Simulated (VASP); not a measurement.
# Ti (Pm-3n) in VASP: notebook

The runs below take Ti through single point, relaxation of cell and atoms, with BLYP.

All numbers are computed with VASP 6.6.1; they aren't measurements. Logs are shortened: lines on timing, memory, paths and dates and some standing lists are left out, and cuts for length are marked.

### 1 The cell of the first run

Symmetry: Pm-3n, No. 223, cubic system. The conventional cell has a = 5.234 Å, b = 5.234 Å, c = 5.234 Å, α = 90.00°, β = 90.00°, γ = 90.00°. Within 3.9 Å of Ti (site symmetry m-3) lie 12 Ti at 2.93 Å. Within 3.5 Å of Ti (site symmetry -4m2) lie 14 Ti at 2.62 to 3.21 Å.

### 2 Single point, BLYP

INCAR

```
AGGAC = 1.0
AGGAX = 1.0
ALDAC = 0.0
ALDAX = 1.0
ALGO = Normal
EDIFF = 1E-6
ENCUT = 520
GGA = B5
ISIF = 2
ISMEAR = -1
LASPH = True
LCHARG = False
LREAL = False
LWAVE = False
NBANDS = 58
NELM = 100
PREC = Accurate
SIGMA = 0.1
```

KPOINTS

```
k-points
0
Gamma
  5 5 5
```

POSCAR

```
Ti
1.0
    5.2343517240      0.0000000000      0.0000000000
    0.0000000000      5.2343517240      0.0000000000
    0.0000000000      0.0000000000      5.2343517240
Ti
8
Direct
    1.0000000000      0.0000000000      0.0000000000
    0.5000000000      0.5000000000      0.5000000000
    0.2500000000      1.0000000000      0.5000000000
    0.7500000000      1.0000000000      0.5000000000
    0.5000000000      0.2500000000      0.0000000000
    0.5000000000      0.7500000000      0.0000000000
    0.0000000000      0.5000000000      0.2500000000
    0.0000000000      0.5000000000      0.7500000000
```

Potentials or basis: VASP PAW PBE potentials, release 64 (Ti_sv).

Launch:

```
$ cat potpaw_PBE.64/Ti_sv/POTCAR > POTCAR
$ mpirun -np 1 vasp_std > vasp.out
```

OUTCAR:

```text
EDIFF = 1E-6
   ENCUT = 520
   GGA = B5
   ISIF = 2
   ISMEAR = -1
   LASPH = True
   LREAL = False
   NELM = 100
   PREC = Accurate

 ion  position               nearest neighbor table
   1  0.000  0.000  0.000-
   2  0.500  0.500  0.500-
   3  0.250  0.000  0.500-   4 2.62   4 2.62
   4  0.750  0.000  0.500-   3 2.62   3 2.62
   5  0.500  0.250  0.000-   6 2.62   6 2.62
   6  0.500  0.750  0.000-   5 2.62   5 2.62
   7  0.000  0.500  0.250-   8 2.62   8 2.62
   8  0.000  0.500  0.750-   7 2.62   7 2.62

  LATTYP: Found a simple cubic cell.
 ALAT       =     5.2343517240

  Lattice vectors:

 A1 = (   5.2343517240,   0.0000000000,   0.0000000000)
 A2 = (   0.0000000000,   5.2343517240,   0.0000000000)
 A3 = (   0.0000000000,   0.0000000000,   5.2343517240)

Analysis of symmetry for initial positions (statically):
=====================================================================
 Subroutine PRICEL returns:
 Original cell was already a primitive cell.

 Routine SETGRP: Setting up the symmetry group for a
 simple cubic supercell.

 Subroutine GETGRP returns: Found 48 space group operations
 (whereof 24 operations were pure point group operations)
 out of a pool of 48 trial point group operations.

The static configuration has the point symmetry T_h .
 The point group associated with its full space group is O_h .

Analysis of symmetry for dynamics (positions and initial velocities):
=====================================================================
 Subroutine PRICEL returns:
 Original cell was already a primitive cell.

 Routine SETGRP: Setting up the symmetry group for a
 simple cubic supercell.

 Subroutine GETGRP returns: Found 48 space group operations
 (whereof 24 operations were pure point group operations)
 out of a pool of 48 trial point group operations.

The dynamic configuration has the point symmetry T_h .
 The point group associated with its full space group is O_h .

 Subroutine INISYM returns: Found 48 space group operations
 (whereof 24 operations are pure point group operations),
 and found     1 'primitive' translations

----------------------------------------------------------------------------------------

                                     Primitive cell

  volume of cell :     143.4131

  direct lattice vectors                    reciprocal lattice vectors
     5.234351724  0.000000000  0.000000000     0.191045626  0.000000000  0.000000000
     0.000000000  5.234351724  0.000000000     0.000000000  0.191045626  0.000000000
     0.000000000  0.000000000  5.234351724     0.000000000  0.000000000  0.191045626

  length of vectors
     5.234351724  5.234351724  5.234351724     0.191045626  0.191045626  0.191045626

  position of ions in fractional coordinates (direct lattice)
     0.000000000  0.000000000  0.000000000
     0.500000000  0.500000000  0.500000000
     0.250000000  0.000000000  0.500000000
     0.750000000  0.000000000  0.500000000
     0.500000000  0.250000000  0.000000000
     0.500000000  0.750000000  0.000000000
     0.000000000  0.500000000  0.250000000
     0.000000000  0.500000000  0.750000000

  ion indices of the primitive-cell ions
   primitive index   ion index
                 1           1
                 2           2
                 3           3
                 4           4
                 5           5
                 6           6
                 7           7
                 8           8

----------------------------------------------------------------------------------------

 KPOINTS: k-points

Automatic generation of k-mesh.
 Grid dimensions read from file:
 generate k-points for:    5    5    5

 Generating k-lattice:

  Cartesian coordinates                     Fractional coordinates (reciprocal lattice)
     0.038209125  0.000000000  0.000000000     0.200000000  0.000000000  0.000000000
     0.000000000  0.038209125  0.000000000     0.000000000  0.200000000  0.000000000
     0.000000000  0.000000000  0.038209125     0.000000000  0.000000000  0.200000000

  Length of vectors
     0.038209125  0.038209125  0.038209125

  Shift w.r.t. Gamma in fractional coordinates (k-lattice)
     0.000000000  0.000000000  0.000000000

 Subroutine IBZKPT returns following result:
 ===========================================

 Found     10 irreducible k-points:

 Following reciprocal coordinates:
            Coordinates               Weight
  0.000000  0.000000  0.000000      1.000000
  0.200000  0.000000  0.000000      6.000000
  0.400000  0.000000  0.000000      6.000000
  0.200000  0.200000  0.000000     12.000000
  0.400000  0.200000  0.000000     24.000000
  0.400000  0.400000  0.000000     12.000000
  0.200000  0.200000  0.200000      8.000000
  0.400000  0.200000  0.200000     24.000000
  0.400000  0.400000  0.200000     24.000000
  0.400000  0.400000  0.400000      8.000000
   k-points           NKPTS =     10   k-points in BZ     NKDIM =     10   number of bands    NBANDS=     58
   number of dos      NEDOS =    301   number of ions     NIONS =      8
   total plane-waves  NPLWV =  64000
   dimension x,y,z NGX =    40 NGY =   40 NGZ =   40
   dimension x,y,z NGXF=    80 NGYF=   80 NGZF=   80
   ions per type =               8
   NGX,Y,Z   is equivalent  to a cutoff of  12.70, 12.70, 12.70 a.u.
   NGXF,Y,Z  is equivalent  to a cutoff of  25.41, 25.41, 25.41 a.u.
 SYSTEM =  unknown system
   PREC   = accura    normal or accurate (medium, high low for compatibility)
   ISTART =      0    job   : 0-new  1-cont  2-samecut
   ICHARG =      2    charge: 1-file 2-atom 10-const
   ISPIN  =      1    spin polarized calculation?
   LNONCOLLINEAR =      F non collinear calculations
   LSORBIT =      F    spin-orbit coupling
   LASPH  =      T    aspherical Exc in radial PAW
   ENCUT  =  520.0 eV  38.22 Ry    6.18 a.u.   9.73  9.73  9.73*2*pi/ulx,y,z
   NELM   =    100;   NELMIN=  2; NELMDL= -5     # of ELM steps
   EDIFF  = 0.1E-05   stopping-criterion for ELM
   LREAL  =      F    real-space projection
   EDIFFG = 0.1E-04   stopping-criterion for IOM
   NSW    =      0    number of steps for IOM
   IBRION =     -1    ionic relax: 0-MD 1-quasi-New 2-CG
   NFREE  =      0    steps in history (QN), initial steepest desc. (CG)
   ISIF   =      2    stress and relaxation
   ISYM   =      2    0-nonsym 1-usesym 2-fastsym
   POTIM  = 0.5000    time-step for ionic-motion
   TEBEG  =    0.0;   TEEND  =   0.0 temperature during run
   PSTRESS=    0.0 pullay stress
   NELECT =      96.0000    total number of electrons
   NUPDOWN=      -1.0000    fix difference up-down
   EMIN   =  10.00;   EMAX   =-10.00  energy-range for DOS
   EFERMI =   0.00;   METHOD = LEGACY
   ISMEAR =    -1;   SIGMA  =   0.10  broadening in eV -4-tet -1-fermi 0-gaus
   EFERMI_NEDOS =   21; number of points for ismear=-14 and -15
   IALGO  =     38    algorithm
   IMIX   =      4    mixing-type and parameters
     AMIX     =   0.40;   BMIX     =  1.00
     AMIX_MAG =   1.60;   BMIX_MAG =  1.00
  volume/ion in A,a.u.               =      17.93       120.97
  Fermi-wavevector in a.u.,A,eV,Ry     =   1.432086  2.706250 27.903773  2.050869
  Thomas-Fermi vector in A             =   2.551752
   LORBIT       =      0    0 simple, 1 ext, 2 COOP (PROOUT), +10 PAW based schemes
   GGA     = B5    functional components
   LHFCALC =     F    Hartree Fock is set to
   AEXX    =    0.0000 exact exchange contribution
   IVDW    =     0    specifies the selected vdW correction
   LEPSILON=     F    determine dielectric tensor
   LRPA    =     F    only Hartree local field effects (RPA)
 non-spin polarized calculation
  energy-cutoff  :      520.00
  volume of cell :      143.41
 maximum number of plane-waves:      3887
 NGX is ok and might be reduce to    40
   NGX = 19   NGY = 19   NGZ = 19

 number of electron      95.9999955 magnetization

 Free energy of the ion-electron system (eV)
  ---------------------------------------------------
  ext. energy  EPLUGINS =         0.00000000
  ---------------------------------------------------
  free energy    TOTEN  =       -53.11161388 eV

  energy without entropy =      -52.41351080  energy(sigma->0) =      -52.76256234

 E-fermi :   8.1467     XC(G=0): -10.7962

 val. band max:        8.1319763975   @ k =   0.0000   0.0000   0.0000
 cond. band min:       8.1526389751   @ k =   0.4000   0.2000   0.0000
 fundamental gap:      0.0206625775
 Fermi energy:         8.1466898123

 k-point     1 :       0.0000    0.0000    0.0000
  band No.  band energies     occupation
      1     -48.1178      2.00000
      2     -48.0379      2.00000
      3     -48.0379      2.00000
      4     -48.0138      2.00000
      5     -47.9714      2.00000
      6     -47.9182      2.00000
[... 50 lines left out ...]
     57       9.3310      0.00001
     58      10.4304      0.00000

 k-point     2 :       0.2000    0.0000    0.0000
  band No.  band energies     occupation
      1     -48.1085      2.00000
      2     -48.0418      2.00000
      3     -48.0297      2.00000
      4     -48.0142      2.00000
      5     -47.9740      2.00000
      6     -47.9291      2.00000
[... 50 lines left out ...]
     57       9.5584      0.00000
     58       9.8441      0.00000

 k-point     3 :       0.4000    0.0000    0.0000
  band No.  band energies     occupation
      1     -48.0854      2.00000
      2     -48.0592      2.00000
      3     -48.0125      2.00000
      4     -48.0102      2.00000
      5     -47.9755      2.00000
      6     -47.9554      2.00000
[... 50 lines left out ...]
     57       9.6022      0.00000
     58      10.0455      0.00000

 k-point     4 :       0.2000    0.2000    0.0000
  band No.  band energies     occupation
      1     -48.0995      2.00000
      2     -48.0376      2.00000
      3     -48.0291      2.00000
      4     -48.0141      2.00000
      5     -47.9769      2.00000
      6     -47.9318      2.00000
[... 50 lines left out ...]
     57       9.8092      0.00000
     58      10.0860      0.00000

 k-point     5 :       0.4000    0.2000    0.0000
  band No.  band energies     occupation
      1     -48.0772      2.00000
      2     -48.0514      2.00000
      3     -48.0171      2.00000
      4     -48.0055      2.00000
      5     -47.9793      2.00000
      6     -47.9572      2.00000
[... 50 lines left out ...]
     57       9.7207      0.00000
     58       9.7576      0.00000

 k-point     6 :       0.4000    0.4000    0.0000
  band No.  band energies     occupation
      1     -48.0594      2.00000
      2     -48.0345      2.00000
      3     -48.0294      2.00000
      4     -47.9908      2.00000
      5     -47.9887      2.00000
      6     -47.9621      2.00000
[... 50 lines left out ...]
     57       9.5319      0.00000
     58       9.5914      0.00000

 k-point     7 :       0.2000    0.2000    0.2000
  band No.  band energies     occupation
      1     -48.0905      2.00000
      2     -48.0291      2.00000
      3     -48.0291      2.00000
      4     -48.0171      2.00000
      5     -47.9797      2.00000
      6     -47.9317      2.00000
[... 50 lines left out ...]
     57      10.0027      0.00000
     58      10.1062      0.00000

 k-point     8 :       0.4000    0.2000    0.2000
  band No.  band energies     occupation
      1     -48.0685      2.00000
      2     -48.0440      2.00000
      3     -48.0116      2.00000
      4     -48.0106      2.00000
      5     -47.9822      2.00000
      6     -47.9590      2.00000
[... 50 lines left out ...]
     57       9.8465      0.00000
     58       9.9916      0.00000

 k-point     9 :       0.4000    0.4000    0.2000
  band No.  band energies     occupation
      1     -48.0494      2.00000
      2     -48.0271      2.00000
      3     -48.0250      2.00000
      4     -47.9933      2.00000
      5     -47.9911      2.00000
      6     -47.9644      2.00000
[... 50 lines left out ...]
     57       9.8747      0.00000
     58      10.0311      0.00000

 k-point    10 :       0.4000    0.4000    0.4000
  band No.  band energies     occupation
      1     -48.0290      2.00000
      2     -48.0167      2.00000
      3     -48.0030      2.00000
      4     -48.0030      2.00000
      5     -47.9954      2.00000
      6     -47.9654      2.00000
[... 50 lines left out ...]
     57      10.0121      0.00000
     58      10.0124      0.00000

------------------------ aborting loop because EDIFF is reached ----------------------------------------

  FORCE on cell =-STRESS in cart. coord.  units (eV):
  Direction    XX          YY          ZZ          XY          YZ          ZX
  --------------------------------------------------------------------------------------
  -------------------------------------------------------------------------------------
  Total       -0.0511598     -0.0511598     -0.0511598      0.0000000      0.0000000     -0.0000000
  in kB       -0.5715452     -0.5715452     -0.5715452      0.0000000      0.0000000     -0.0000000
  external PRESSURE =      -0.5715452 kB  Pullay stress =       0.0000000 kB

 VOLUME and BASIS-vectors are now :
 -----------------------------------------------------------------------------
  energy-cutoff  :      520.00
  volume of cell :      143.41
      direct lattice vectors                 reciprocal lattice vectors
     5.234351724  0.000000000  0.000000000     0.191045626  0.000000000  0.000000000
     0.000000000  5.234351724  0.000000000     0.000000000  0.191045626  0.000000000
     0.000000000  0.000000000  5.234351724     0.000000000  0.000000000  0.191045626

 POSITION                                       TOTAL-FORCE (eV/Angst)
 -----------------------------------------------------------------------------------
      0.00000      0.00000      0.00000         0.000000     -0.000000     -0.000000
      2.61718      2.61718      2.61718         0.000000     -0.000000     -0.000000
      1.30859      0.00000      2.61718         0.000000     -0.000000      0.000000
      3.92576      0.00000      2.61718        -0.000000      0.000000     -0.000000
      2.61718      1.30859      0.00000        -0.000000     -0.000000     -0.000000
      2.61718      3.92576      0.00000         0.000000      0.000000      0.000000
      0.00000      2.61718      1.30859        -0.000000     -0.000000     -0.000000
      0.00000      2.61718      3.92576         0.000000      0.000000      0.000000
 -----------------------------------------------------------------------------------
    total drift:                                0.000000     -0.000000      0.000000

  FREE ENERGIE OF THE ION-ELECTRON SYSTEM (eV)
  ---------------------------------------------------
  free  energy   TOTEN  =       -53.1116138777 eV

  energy  without entropy=      -52.4135107999  energy(sigma->0) =      -52.76256234
```

Wall time 2.9 min (1 thread of Intel Xeon Platinum 8488C (Sapphire Rapids), shared host); peak memory 0.25 GiB.

Results:

| Item | Value |
| --- | --- |
| Free energy | -53.1116 eV |
| Pressure | -0.1 GPa |
| Band gap on the k mesh | zero (band 48 reaches 8.20 eV, above the bottom of band 49 at 7.73 eV) |

Levels at points of the mesh, in eV from the Fermi level:
| k point | band 44 | band 45 | band 46 | band 47 | band 48 | band 49 | band 50 | band 51 | band 52 | band 53 |
| --- | --- | --- | --- | --- | --- | --- | --- | --- | --- | --- |
| (0.00, 0.00, 0.00) | -0.44 | -0.44 | -0.44 | -0.42 | -0.42 | -0.42 | -0.03 | -0.01 | -0.01 | 0.69 |

Caveat: the PAW data sets were made with another functional, which shifts forces and pressure a little.

(Continued in part 2 of 2.)
